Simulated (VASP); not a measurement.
Write the native input for VASP 6.6.1 that does the following.

```yaml
Task: single point
Functional: PBEsol
Potentials_or_basis: VASP PAW PBE potentials, release 64 (Zr_sv)
Cutoff: 520 eV
k_mesh: 18 × 18 × 8
Occupations: gaussian, width 0.1 eV
Spin: no spin polarisation
Dipole_correction: no
Further_INCAR_settings: ALGO = Fast; EDIFF = 1e-06; NBANDS = 19
```

The structure of Zr lies in POSCAR:

```
Zr
1.0
    3.1858487753      0.0000000000      0.0000000000
   -1.5929243876      2.7590259720      0.0000000000
    0.0000000000      0.0000000000      5.1118890895
Zr
2
Direct
    0.3333333333      0.6666666667      0.2500000000
    0.6666666667      0.3333333333      0.7500000000
```

One way to write it, as run:

INCAR

```
ALGO = Fast
EDIFF = 1E-6
ENCUT = 520
GGA = PS
ISIF = 2
ISMEAR = 0
LASPH = T
LCHARG = F
LREAL = F
LWAVE = F
NBANDS = 19
NELM = 80
PREC = Accurate
SIGMA = 0.1
```

KPOINTS

```
k-points
0
Gamma
  18 18 8
```

Potentials or basis: VASP PAW PBE potentials, release 64 (Zr_sv).

Run with:

```bash
$ cat potpaw_PBE.64/Zr_sv/POTCAR > POTCAR
$ mpirun -np 1 vasp_std > vasp.out
```

Results of the run:

| Item | Value |
| --- | --- |
| Pressure | 0.1 GPa |
| Band gap on the k mesh | zero (band 12 reaches 10.22 eV, above the bottom of band 13 at 9.03 eV) |

Caveat: the PAW data sets were made with another functional, which shifts forces and pressure a little.

Run time: 78 s on 1 thread of Intel(R) Xeon(R) 6975P-C (Granite Rapids), on a shared host, peak memory 0.25 GiB.
